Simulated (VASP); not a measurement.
Set up this calculation in VASP 6.6.1, as the native input.

```
Task                   : single point
Functional             : PBE
Potentials or basis    : VASP PAW PBE potentials, release 64 (Ti_sv, Sb)
Cutoff                 : 520 eV
k mesh                 : 8 × 8 × 8
Occupations            : gaussian, width 0.1 eV
Spin                   : no spin polarisation
Dipole correction      : no
Further INCAR settings : ALGO = Normal; EDIFF = 1e-07; NBANDS = 37
```

The structure of Ti3Sb4 lies in POSCAR:

```
Ti3Sb4
1.0
   -3.3998577409      3.3998577409      3.3998577409
    3.3998577409     -3.3998577409      3.3998577409
    3.3998577409      3.3998577409     -3.3998577409
Ti Sb
3 4
Direct
    0.0000000000      0.5000000000      0.5000000000
    0.5000000000      0.0000000000      0.5000000000
    0.5000000000      0.5000000000      0.0000000000
    0.5000000000      0.5000000000      0.5000000000
    0.0000000000      0.0000000000      0.5000000000
    0.0000000000      0.5000000000      0.0000000000
    0.5000000000      0.0000000000      0.0000000000
```

The input as run:

INCAR

```
  PREC = Accurate
  ENCUT = 520
  EDIFF = 1E-7
  ISMEAR = 0
  SIGMA = 0.1
  LREAL = F
  LASPH = T
  NELM = 100
  ALGO = Normal
  ISIF = 2
  LWAVE = F
  LCHARG = F
  GGA = PE
  NBANDS = 37
```

KPOINTS

```
regular mesh
0
Gamma
  8 8 8
```

Potentials or basis: VASP PAW PBE potentials, release 64 (Ti_sv, Sb).

Command:

```sh
$ cat potpaw_PBE.64/Ti_sv/POTCAR potpaw_PBE.64/Sb/POTCAR > POTCAR
$ mpirun -np 1 vasp_std > vasp.out
```

It gave:

| Item | Value |
| --- | --- |
| Pressure | 0.0 GPa |
| Band gap on the k mesh | zero (band 28 reaches 9.18 eV, above the bottom of band 29 at 8.46 eV) |

Caveat: spin-orbit coupling is left out, which moves the levels of the heavy elements.

Run time: 2.6 min on 1 thread of Intel(R) Xeon(R) Platinum 8488C (Sapphire Rapids), with other jobs on the host, peak memory 0.41 GiB.
